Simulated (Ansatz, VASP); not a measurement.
## Sr: VASP beside Ansatz

Contents of INCAR:

```
SYSTEM = Sr
PREC     = Accurate       ! precision mode
ENCUT    = 520            ! plane-wave cutoff, eV
EDIFF    = 1E-6           ! SCF threshold, eV
ISMEAR   = 1              ! smearing method
SIGMA    = 0.02           ! smearing width, eV
LREAL    = .False.        ! projectors in reciprocal space
LASPH    = .True.         ! aspherical terms in the spheres
NELM     = 60             ! most SCF steps
ALGO     = Normal         ! electronic algorithm
ISIF     = 2              ! what is computed and relaxed
LWAVE    = .False.        ! write WAVECAR
LCHARG   = .True.         ! write CHGCAR
GGA      = PS             ! functional
LELF     = .True.         ! ELF
LVHAR    = .True.       
NBANDS   = 28             ! bands
```

Contents of KPOINTS:

```
regular mesh
0
Gamma
  4 4 4
  0 0 0
```

File POSCAR:

```
Sr
1.0
   -4.1585000000      4.1585000000      3.5768100000
    4.1585000000     -4.1585000000      3.5768100000
    4.1585000000      4.1585000000     -3.5768100000
Sr
4
Direct
    0.1645500000      0.6645500000      0.8291000000
    0.8354500000      0.3354500000      0.1709000000
    0.6645500000      0.8354500000      0.5000000000
    0.3354500000      0.1645500000      0.5000000000
```

Input for Ansatz:

```yaml
crystal:
  lattice:
    - [-4.1585, 4.1585, 3.57681]
    - [4.1585, -4.1585, 3.57681]
    - [4.1585, 4.1585, -3.57681]
  atoms:
    - { symbol: Sr, position: [0.16455, 0.66455, 0.8291] }
    - { symbol: Sr, position: [0.83545, 0.33545, 0.1709] }
    - { symbol: Sr, position: [0.66455, 0.83545, 0.5] }
    - { symbol: Sr, position: [0.33545, 0.16455, 0.5] }
basis:
  ecutwfc: 421.77648681281397
kpoints:
  mp_grid:
    grid: [4, 4, 4]
hamiltonian:
  xc: pbesol
scf:
  occupations:
    method: cold
    width: 0.02
output:
  stress: true
```

Alike in both runs: task single point; functional PBEsol; k mesh 4 × 4 × 4; no spin polarisation.

|  | VASP | Ansatz |
| --- | --- | --- |
| version | VASP 6.6.1 | Ansatz 0.2.0 |
| potentials or method | VASP PAW PBE potentials, release 64 (Sr_sv), cutoff 520 eV | plane waves, PAW |
| occupations | methfessel-paxton of order 1, width 0.02 eV | cold, width 0.02 eV |
| valence electrons in the cell | 40 | 40 |

|  | VASP | Ansatz | Ansatz less VASP |
| --- | --- | --- | --- |
| pressure (GPa) | -0.9 | -0.9 | -0.01 |
| traceless stress, the component that is largest in VASP (GPa) | -0.07 | -0.07 | +0.005 |

VASP's potentials were made for PBE, not for PBEsol.
